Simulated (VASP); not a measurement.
KBr: electric field gradients with PBE

Crystal: KBr.

```xyz
2
Lattice="0.0000 3.3251 3.3251 3.3251 0.0000 3.3251 3.3251 3.3251 0.0000" Properties=species:S:1:pos:R:3 pbc="T T T"
K     0.0000    0.0000    0.0000
Br    3.3251    3.3251    3.3251
```

This cell differs from its parent crystal: volume scaled by 1.03.

* Program: VASP 6.6.1
* Task: electric field gradients
* Functional: PBE
* Potentials or basis: VASP PAW PBE potentials, release 64 (K_sv, Br)
* Cutoff: 520 eV
* k mesh: 6 × 6 × 6
* Occupations: fermi-dirac, width 0.01 eV
* Spin: no spin polarisation
* Dipole correction: no
* Further INCAR settings: ALGO = Normal; EDIFF = 1e-08; NBANDS = 15

```json
{
 "Pressure": "0.4 GPa",
 "Band gap on the k mesh": "4.37 eV, direct"
}
```

Levels at points of the mesh, in eV from the valence-band top:
```tsv
k point	band 4	band 5	band 6	band 7	band 8	band 9	band 10	band 11	band 12	band 13
(0.00, 0.00, 0.00)	-11.31	-11.31	0.00	0.00	0.00	4.37	7.60	7.60	7.60	8.41
(0.50, 0.00, 0.00)	-11.31	-11.07	-1.13	-0.31	-0.31	6.54	8.15	9.70	9.70	10.00
(0.50, 0.50, 0.00)	-11.34	-11.34	-0.79	-0.28	-0.28	5.89	7.12	9.33	9.38	9.59
```

Run time: 38 s on 1 thread of Intel Xeon 8259CL (shared host), peak memory 0.21 GiB.

Caveat: without QUAD_EFG the Cq values of the log hold for a quadrupole moment of 1 mb, not for the nuclei.
